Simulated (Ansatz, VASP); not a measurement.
**Two plane-wave programs on CdTe**

Contents of INCAR:

```
PREC = Accurate ; ENCUT = 500
EDIFF = 1E-6 ; ISMEAR = 0
SIGMA = 0.02 ; LREAL = False
LASPH = True ; NELM = 120
ALGO = Normal ; ISIF = 2
LWAVE = False ; LCHARG = True
GGA = PE ; LELF = True
LVHAR = True ; NBANDS = 16
GGA_COMPAT = False
```

Contents of KPOINTS:

```
Automatic mesh
0
Gamma
  6 6 6
```

The input POSCAR:

```
CdTe
1.0
    0.0000000000      3.2050000000      3.2050000000
    3.2050000000      0.0000000000      3.2050000000
    3.2050000000      3.2050000000      0.0000000000
Cd Te
1 1
Direct
    0.0000000000      0.0000000000      0.0000000000
    0.2500000000      0.2500000000      0.2500000000
```

Input for Ansatz:

```yaml
crystal:
  lattice:
    - [0.0, 3.205, 3.205]
    - [3.205, 0.0, 3.205]
    - [3.205, 3.205, 0.0]
  atoms:
    - { symbol: Cd, position: [0.0, 0.0, 0.0] }
    - { symbol: Te, position: [0.25, 0.25, 0.25] }
basis:
  ecutwfc: 420
kpoints:
  mp_grid: { grid: [6, 6, 6] }
hamiltonian:
  xc: pbe
scf:
  occupations: { method: gaussian, width: 0.02 }
output:
  forces: true
  stress: true
  eigenvalues: true
```

Alike in both runs: task single point; functional PBE; k mesh 6 × 6 × 6; occupations gaussian, width 0.02 eV; no spin polarisation.

|  | VASP | Ansatz |
| --- | --- | --- |
| version | VASP 6.6.1 | Ansatz 0.2.0 |
| potentials or method | VASP PAW PBE potentials, release 64 (Cd, Te), cutoff 500 eV | scalar-relativistic, plane waves, PAW |
| valence electrons in the cell | 18 | 36 |

```csv
,VASP,Ansatz,Ansatz less VASP
gap on the k mesh at the Fermi level (eV),0.87,0.87,0.000
least direct gap on the mesh (eV),0.87,0.87,0.000
pressure (GPa),4.4,4.3,-0.15
```

VASP's potentials hold 18 valence electrons a cell and Ansatz's 36, so a difference there can come from the potentials and not from the codes.

Neither program's run includes spin-orbit coupling.
